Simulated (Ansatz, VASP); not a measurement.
## Two plane-wave programs on CdS

Contents of INCAR:

```
PREC = Accurate
ENCUT = 520
EDIFF = 1E-6
ISMEAR = 0
SIGMA = 0.05
LREAL = F
LASPH = T
NELM = 60
ALGO = Normal
ISIF = 2
LWAVE = F
LCHARG = F
LDIPOL = T
IDIPOL = 3
DIPOL = 0.5 0.5 0.668
GGA = PS
NBANDS = 36
```

The input KPOINTS:

```
regular mesh
0
Gamma
  9 9 1
```

POSCAR

```
CdS
1.0
    4.0583734772      0.0000000000      0.0000000000
   -2.0291867386      3.5146545293      0.0000000000
    0.0000000000      0.0000000000     32.3726251003
S Cd
3 3
Direct
    0.5829933389      0.4170278923      0.5523418291
    0.9184188605      0.0816007545      0.6582389936
    0.2536622303      0.7463559080      0.7645779580
    0.9164306113      0.0835906375      0.5733644205
    0.2518090650      0.7482105541      0.6786479165
    0.5869776943      0.4130404338      0.7785119095
```

Input for Ansatz:

```yaml
crystal:
  lattice:
    - [4.0583734772, 0.0, 0.0]
    - [-2.0291867386, 3.5146545293, 0.0]
    - [0.0, 0.0, 32.3726251003]
  atoms:
    - { symbol: S, position: [0.5829933389, 0.4170278923, 0.5523418291] }
    - { symbol: Cd, position: [0.9164306113, 0.0835906375, 0.5733644205] }
    - { symbol: S, position: [0.9184188605, 0.0816007545, 0.6582389936] }
    - { symbol: Cd, position: [0.251809065, 0.7482105541, 0.6786479165] }
    - { symbol: S, position: [0.2536622303, 0.746355908, 0.764577958] }
    - { symbol: Cd, position: [0.5869776943, 0.4130404338, 0.7785119095] }
basis:
  ecutwfc: 420
kpoints:
  mp_grid: { grid: [9, 9, 1] }
hamiltonian:
  xc: pbesol
scf:
  occupations: { method: gaussian, width: 0.05 }
output:
  forces: true
  stress: true
  eigenvalues: true
  write_density: true
  write_potential: true
  elf: true
  volumetric_format: npy
efield:
  axis: 3
  dipole_correction: true
  ramp_width: 0.04
```

Alike in both runs: task single point; functional PBEsol; k mesh 9 × 9 × 1; occupations gaussian, width 0.05 eV; no spin polarisation.

|  | VASP | Ansatz |
| --- | --- | --- |
| version | VASP 6.6.1 | Ansatz 0.2.0 |
| potentials or method | VASP PAW PBE potentials, release 64 (S, Cd), cutoff 520 eV | scalar-relativistic, plane waves, PAW |
| valence electrons in the cell | 54 | 78 |

Ansatz gave:

| Property | Result |
| --- | --- |
| gap on the k mesh at the Fermi level (eV) | none |
| rms of the force components (eV/Å) | 0.034 |

Question: Estimate VASP's values.

Answer: gap on the k mesh at the Fermi level (eV): none; rms of the force components (eV/Å): 0.022.

VASP's potentials were made for PBE, not for PBEsol. A gap of «none» marks a metal or a gap that the smearing closes. The functional is the same, so the differences come from potentials, cutoffs and numerics. VASP's potentials hold 54 valence electrons a cell and Ansatz's 78, so a difference there can come from the potentials and not from the codes. Ansatz's warnings: structure snapped to symmetry, xc potential rough in thin density.
